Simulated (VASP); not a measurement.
# KTaO3 (Pm-3m) in VASP: further runs, part 2 of 2

VASP 6.6.1. The steps go on from the part before.

## 5. Single point, PBE (volume scaled by 0.94)

Contents of INCAR:

```
SYSTEM = KTaO3
ALGO     = Normal         ! electronic algorithm
EDIFF    = 1E-7           ! SCF threshold, eV
ENCUT    = 520            ! plane-wave cutoff, eV
GGA      = PE             ! functional
ISIF     = 2              ! what is computed and relaxed
ISMEAR   = 0              ! smearing method
LASPH    = .TRUE.         ! aspherical terms in the spheres
LCHARG   = .FALSE.        ! write CHGCAR
LREAL    = .FALSE.        ! projectors in reciprocal space
LWAVE    = .FALSE.        ! write WAVECAR
NBANDS   = 27             ! bands
NELM     = 100            ! most SCF steps
PREC     = Accurate       ! precision mode
SIGMA    = 0.02           ! smearing width, eV
```

Contents of KPOINTS:

```
k-points
0
G
  8 8 8
  0 0 0
```

Contents of POSCAR:

```
KTaO3
1.0
    3.9423878042      0.0000000000      0.0000000000
    0.0000000000      3.9423878042      0.0000000000
    0.0000000000      0.0000000000      3.9423878042
K Ta O
1 1 3
Direct
    0.5000000000      0.5000000000      0.5000000000
    0.0000000000      0.0000000000      0.0000000000
    0.5000000000      0.0000000000      0.0000000000
    0.0000000000      0.5000000000      0.0000000000
    0.0000000000      0.0000000000      0.5000000000
```

Potentials or basis: VASP PAW PBE potentials, release 64 (K_sv, Ta_pv, O).

Started as:

```
> cat potpaw_PBE.64/K_sv/POTCAR potpaw_PBE.64/Ta_pv/POTCAR potpaw_PBE.64/O/POTCAR > POTCAR
> mpirun -np 1 vasp_std > vasp.out
```

OUTCAR:

```text
SYSTEM = KTaO3
   EDIFF = 1E-7
   ENCUT = 520
   GGA = PE
   ISIF = 2
   ISMEAR = 0
   LASPH = .TRUE.
   LREAL = .FALSE.
   NELM = 100
   PREC = Accurate

 ion  position               nearest neighbor table
   1  0.500  0.500  0.500-   3 2.79   4 2.79   5 2.79   3 2.79   4 2.79   3 2.79   5 2.79   3 2.79
                             4 2.79   5 2.79   4 2.79   5 2.79   2 3.41   2 3.41   2 3.41   2 3.41
   2  0.000  0.000  0.000-   3 1.97   4 1.97   5 1.97   5 1.97   4 1.97   3 1.97   1 3.41   1 3.41
                             1 3.41   1 3.41   1 3.41   1 3.41   1 3.41   1 3.41
   3  0.500  0.000  0.000-   2 1.97   2 1.97   1 2.79   1 2.79   1 2.79   1 2.79
   4  0.000  0.500  0.000-   2 1.97   2 1.97   1 2.79   1 2.79   1 2.79   1 2.79
   5  0.000  0.000  0.500-   2 1.97   2 1.97   1 2.79   1 2.79   1 2.79   1 2.79

  LATTYP: Found a simple cubic cell.
 ALAT       =     3.9423878042

  Lattice vectors:

 A1 = (   3.9423878042,   0.0000000000,   0.0000000000)
 A2 = (   0.0000000000,   3.9423878042,   0.0000000000)
 A3 = (   0.0000000000,   0.0000000000,   3.9423878042)

Analysis of symmetry for initial positions (statically):
=====================================================================
 Subroutine PRICEL returns:
 Original cell was already a primitive cell.

 Routine SETGRP: Setting up the symmetry group for a
 simple cubic supercell.

 Subroutine GETGRP returns: Found 48 space group operations
 (whereof 48 operations were pure point group operations)
 out of a pool of 48 trial point group operations.

The static configuration has the point symmetry O_h .

Analysis of symmetry for dynamics (positions and initial velocities):
=====================================================================
 Subroutine PRICEL returns:
 Original cell was already a primitive cell.

 Routine SETGRP: Setting up the symmetry group for a
 simple cubic supercell.
[... 124 lines left out ...]
   EMIN   =  10.00;   EMAX   =-10.00  energy-range for DOS
   EFERMI =   0.00;   METHOD = LEGACY
   ISMEAR =     0;   SIGMA  =   0.02  broadening in eV -4-tet -1-fermi 0-gaus
   EFERMI_NEDOS =   21; number of points for ismear=-14 and -15
   IALGO  =     38    algorithm
   IMIX   =      4    mixing-type and parameters
     AMIX     =   0.40;   BMIX     =  1.00
     AMIX_MAG =   1.60;   BMIX_MAG =  1.00
  volume/ion in A,a.u.               =      12.25        82.70
  Fermi-wavevector in a.u.,A,eV,Ry     =   1.396079  2.638207 26.518256  1.949037
  Thomas-Fermi vector in A             =   2.519468
   LORBIT       =      0    0 simple, 1 ext, 2 COOP (PROOUT), +10 PAW based schemes
   GGA     = PE    functional components
   LHFCALC =     F    Hartree Fock is set to
   AEXX    =    0.0000 exact exchange contribution
   IVDW    =     0    specifies the selected vdW correction
   LEPSILON=     F    determine dielectric tensor
   LRPA    =     F    only Hartree local field effects (RPA)
 non-spin polarized calculation
 Gauss-broadening in eV      SIGMA  =   0.02
  energy-cutoff  :      520.00
  volume of cell :       61.27
 maximum number of plane-waves:      1671
 NGX is ok and might be reduce to    30
   NGX = 15   NGY = 15   NGZ = 15

 number of electron      37.9999989 magnetization

 Free energy of the ion-electron system (eV)
  ---------------------------------------------------
  ext. energy  EPLUGINS =         0.00000000
  ---------------------------------------------------
  free energy    TOTEN  =       -40.89215126 eV

  energy without entropy =      -40.89215126  energy(sigma->0) =      -40.89215126

 E-fermi :   2.2475     XC(G=0): -11.0559

 val. band max:        2.0441716733   @ k =   0.5000   0.5000   0.5000
 cond. band min:       4.2953530258   @ k =   0.0000   0.0000   0.0000
 fundamental gap:      2.2511813525
 Fermi energy:         2.2475437368

 k-point     1 :       0.0000    0.0000    0.0000
  band No.  band energies     occupation
      1     -31.9231      2.00000
      2     -31.9231      2.00000
      3     -31.9231      2.00000
      4     -25.2523      2.00000
      5     -15.6348      2.00000
      6     -14.9195      2.00000
[... 709 lines left out ...]
     26      12.9323      0.00000
     27      13.0554      0.00000

 [... further k-points ...]
[... 5 lines left out ...]
  --------------------------------------------------------------------------------------
  -------------------------------------------------------------------------------------
  Total        5.4158159      5.4158159      5.4158159      0.0000000      0.0000000     -0.0000000
  in kB      141.6108229    141.6108229    141.6108229      0.0000000      0.0000000     -0.0000000
  external PRESSURE =     141.6108229 kB  Pullay stress =       0.0000000 kB

 VOLUME and BASIS-vectors are now :
 -----------------------------------------------------------------------------
  energy-cutoff  :      520.00
  volume of cell :       61.27
      direct lattice vectors                 reciprocal lattice vectors
     3.942387804  0.000000000  0.000000000     0.253653382  0.000000000  0.000000000
     0.000000000  3.942387804  0.000000000     0.000000000  0.253653382  0.000000000
     0.000000000  0.000000000  3.942387804     0.000000000  0.000000000  0.253653382

 POSITION                                       TOTAL-FORCE (eV/Angst)
 -----------------------------------------------------------------------------------
      1.97119      1.97119      1.97119         0.000000      0.000000      0.000000
      0.00000      0.00000      0.00000         0.000000      0.000000      0.000000
      1.97119      0.00000      0.00000         0.000000      0.000000      0.000000
      0.00000      1.97119      0.00000         0.000000      0.000000      0.000000
      0.00000      0.00000      1.97119         0.000000      0.000000      0.000000
 -----------------------------------------------------------------------------------
    total drift:                                0.000000     -0.000000      0.000000

  FREE ENERGIE OF THE ION-ELECTRON SYSTEM (eV)
  ---------------------------------------------------
  free  energy   TOTEN  =       -40.8921512632 eV

  energy  without entropy=      -40.8921512632  energy(sigma->0) =      -40.89215126
```

Run time: 68 s. Hardware: 1 thread of Intel Xeon Platinum 8488C (Sapphire Rapids), shared host; peak memory 0.2 GiB.

Results:

* Free energy: -40.8922 eV
* Pressure: 14.2 GPa
* Band gap on the k mesh: 2.25 eV, indirect (least direct gap 2.85 eV)

Caveat: spin-orbit coupling is left out, which moves the levels of the heavy elements. A k mesh can miss the band edges.

## 6. The runs side by side

```csv
spin,cell,gap on the mesh (eV),pressure (GPa)
"non-collinear, zero start, SOC","a = 4.025 Å, 5 atoms",-,0.8
off,"a = 3.857 Å, 5 atoms",2.38,33.1
off,"a = 3.900 Å, 5 atoms",2.32,22.9
off,"a = 3.942 Å, 5 atoms",2.25,14.2
```

Alike in all rows: task single point; level PBE; potentials or basis VASP PAW PBE potentials, release 64 (K_sv, Ta_pv, O); k mesh 8 × 8 × 8; cutoff (eV) 520; smearing gaussian 0.02 eV.

Caveats: spin-orbit coupling is left out, which moves the levels of the heavy elements (some runs).

Absolute energies hang on the potentials; compare differences alone.
